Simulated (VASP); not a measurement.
Input of a VASP 6.6.1 run:

INCAR

```
SYSTEM = KCl
PREC = Accurate
ENCUT = 500
EDIFF = 1E-6
ISMEAR = -1
SIGMA = 0.05
LREAL = .False.
LASPH = .True.
NELM = 120
ALGO = Normal
ISIF = 2
LWAVE = .False.
LCHARG = .False.
GGA = CA
NBANDS = 15
GGA_COMPAT = .False.
```

The input KPOINTS:

```
regular mesh
0
Gamma
  7 7 7
  0 0 0
```

File POSCAR:

```
KCl
1.0
    3.8897175305      0.0000000000      0.0000000000
    0.0000000000      3.8897175305      0.0000000000
    0.0000000000      0.0000000000      3.8897175305
K Cl
1 1
Direct
    0.0000000000      0.0000000000      0.0000000000
    0.5000000000      0.5000000000      0.5000000000
```

Potentials or basis: VASP PAW LDA potentials, release 64 (K_sv, Cl).

Command:

```sh
$ cat potpaw_LDA.64/K_sv/POTCAR potpaw_LDA.64/Cl/POTCAR > POTCAR
$ mpirun -np 1 vasp_std > vasp.out
```

Question: What does it give for the pressure?

Answer: -3.5 GPa.

Question: Predict the band gap on the k mesh.

Answer: 4.24 eV, indirect (least direct gap 4.42 eV).

A k mesh can miss the band edges. A hybrid or GW would open this gap; LDA tends to underestimate it.
